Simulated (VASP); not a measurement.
Set up this calculation in VASP 6.6.1, as the native input.

| Quantity | Value |
| --- | --- |
| Task | density of states |
| Functional | PBE |
| Potentials or basis | VASP PAW PBE potentials, release 64 (Mg, B) |
| Cutoff | 520 eV |
| k mesh | 10 × 10 × 8 |
| Occupations | fermi-dirac, width 0.05 eV |
| Spin | no spin polarisation |
| Dipole correction | no |
| k mesh for the DOS | 15 × 15 × 12 |
| Occupations for the DOS | tetrahedron |
| Further INCAR settings | ALGO = Normal; EDIFF = 1e-07 |

The system is MgB2.

```
Mg B
1.0
     3.08500    0.00000    0.00000
    -1.54250    2.67169    0.00000
     0.00000    0.00000    3.52300
Mg B
1 2
Direct
  0.00000 0.00000 0.00000
  0.66667 0.33333 0.50000
  0.33333 0.66667 0.50000
```

These files were run (other wordings do the same):

POSCAR

```
MgB2
1.0
    3.0850000000      0.0000000000      0.0000000000
   -1.5425000000      2.6716883707      0.0000000000
    0.0000000000      0.0000000000      3.5230000000
Mg B
1 2
Direct
    0.0000000000      0.0000000000      0.0000000000
    0.6666666667      0.3333333333      0.5000000000
    0.3333333333      0.6666666667      0.5000000000
```

INCAR.step1

```
SYSTEM = MgB2
ALGO = Normal ; EDIFF = 1E-7
ENCUT = 520 ; GGA = PE
ISIF = 2 ; ISMEAR = -1
LASPH = .TRUE. ; LCHARG = .TRUE.
LREAL = .FALSE. ; LWAVE = .FALSE.
NBANDS = 11 ; NELM = 60
PREC = Accurate ; SIGMA = 0.05
```

KPOINTS.step1

```
k-points
0
G
  10 10 8
  0 0 0
```

INCAR.step2

```
SYSTEM = MgB2
ALGO = Normal ; EDIFF = 1E-7
ENCUT = 520 ; GGA = PE
ICHARG = 11 ; ISIF = 2
ISMEAR = -5 ; LASPH = .TRUE.
LCHARG = .FALSE. ; LORBIT = 11
LREAL = .FALSE. ; LWAVE = .FALSE.
NEDOS = 1001 ; NELM = 60
PREC = Accurate ; SIGMA = 0.05
```

KPOINTS.step2

```
k-points
0
G
  15 15 12
  0 0 0
```

Potentials or basis: VASP PAW PBE potentials, release 64 (Mg, B).

The run is started by

```bash
$ cat potpaw_PBE.64/Mg/POTCAR potpaw_PBE.64/B/POTCAR > POTCAR
$ cp INCAR.step1 INCAR
$ cp KPOINTS.step1 KPOINTS
$ mpirun -np 1 vasp_std > vasp.out
$ cp INCAR.step2 INCAR
$ cp KPOINTS.step2 KPOINTS
$ mpirun -np 1 vasp_std > vasp.out
```

It gave:

```json
{
 "Valence electrons inside the program's atomic spheres": "Mg 0.39; B 1.92"
}
```

Run time: 46 s on 1 thread of Intel Xeon 8259CL, on a shared host, peak memory 0.18 GiB.
